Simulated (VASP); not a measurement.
Input of a VASP 6.6.1 run:

Contents of INCAR:

```
PREC = Accurate
ENCUT = 600
EDIFF = 1E-6
ISMEAR = -1
SIGMA = 0.1
LREAL = False
LASPH = True
NELM = 120
ALGO = Normal
ISIF = 2
LWAVE = False
LCHARG = True
GGA = PE
LELF = True
LVHAR = True
NBANDS = 15
GGA_COMPAT = False
```

File KPOINTS:

```
Automatic mesh
0
Gamma
  6 6 6
```

File POSCAR:

```
SrO
1.0
    0.0000000000      2.5971917087      2.5971917087
    2.5971917087      0.0000000000      2.5971917087
    2.5971917087      2.5971917087      0.0000000000
Sr O
1 1
Direct
    0.0000000000      0.0000000000      0.0000000000
    0.5000000000      0.5000000000      0.5000000000
```

Potentials or basis: VASP PAW PBE potentials, release 64 (Sr_sv, O).

Command:

```bash
$ cat potpaw_PBE.64/Sr_sv/POTCAR potpaw_PBE.64/O/POTCAR > POTCAR
$ mpirun -np 1 vasp_std > vasp.out
```

(1) Predict the pressure.

(2) Estimate the band gap on the k mesh.

Results:

(1) 0.5 GPa.

(2) 3.28 eV, indirect (least direct gap 3.39 eV).
